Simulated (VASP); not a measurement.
Set up this calculation in VASP 6.6.1, as the native input.

```
Task                   : single point
Functional             : PBE
Dispersion             : D3(BJ)
Potentials or basis    : VASP PAW PBE potentials, release 64 (Ag, C, O)
Cutoff                 : 520 eV
k mesh                 : 6 × 6 × 1
Occupations            : gaussian, width 0.1 eV
Spin                   : no spin polarisation
Dipole correction      : yes
Further INCAR settings : LREAL = Auto; ALGO = Normal; EDIFF = 1e-06; NBANDS = 108
```

The structure of Ag16CO lies in POSCAR:

```
Ag16CO
1.0
    5.7606259191      0.0000000000      0.0000000000
   -2.8803129595      4.9888483876      0.0000000000
    0.0000000000      0.0000000000     27.2052970504
Ag C O
16 1 1
Direct
    0.3333333333      0.1666666667      0.3124391542
    0.3333333333      0.6666666667      0.3124391542
    0.8333333333      0.1666666667      0.3124391542
    0.8333333333      0.6666666667      0.3124391542
    0.6666666667      0.3333333333      0.3988842931
    0.6666666667      0.8333333333      0.3988842931
    0.1666666667      0.3333333333      0.3988842931
    0.1666666667      0.8333333333      0.3988842931
    0.0027818497      0.5013909249      0.4845695822
    0.0000000000      0.0000000000      0.4839862720
    0.4986090751      0.5013909249      0.4845695822
    0.4986090751     -0.0027818497      0.4845695822
    0.3333333333      0.6666666667      0.5731271792
    0.3329176762      0.1664588381      0.5697441742
    0.8335411619      0.6670823238      0.5697441742
    0.8335411619      0.1664588381      0.5697441742
    0.3333333333      0.6666666667      0.6517326117
    0.3333333333      0.6666666667      0.6937580490
```

One way to write it, as run:

INCAR

```
SYSTEM = Ag16CO
ALGO = Normal
DIPOL = 0.5 0.5 0.467
EDIFF = 1E-6
ENCUT = 520
GGA = PE
IDIPOL = 3
ISIF = 2
ISMEAR = 0
IVDW = 12
LASPH = .TRUE.
LCHARG = .TRUE.
LDIPOL = .TRUE.
LELF = .TRUE.
LREAL = Auto
LVACPOTAV = .TRUE.
LVHAR = .TRUE.
LWAVE = .FALSE.
NBANDS = 108
NELM = 100
PREC = Accurate
SIGMA = 0.1
```

KPOINTS

```
k-points
0
G
  6 6 1
  0 0 0
```

Potentials or basis: VASP PAW PBE potentials, release 64 (Ag, C, O).

Run with:

```sh
$ cat potpaw_PBE.64/Ag/POTCAR potpaw_PBE.64/C/POTCAR potpaw_PBE.64/O/POTCAR > POTCAR
$ mpirun -np 1 vasp_std > vasp.out
```

Results of the run:

* Largest force: 0.916 eV/Å
* Band gap on the k mesh: zero (bands 93 and 94 overlap by 1.01 eV)
* Dispersion energy per atom: -0.417 eV

It took 25 min on 1 thread of Intel(R) Xeon(R) 6975P-C (Granite Rapids), with other jobs on the host, peak memory 1.1 GiB.
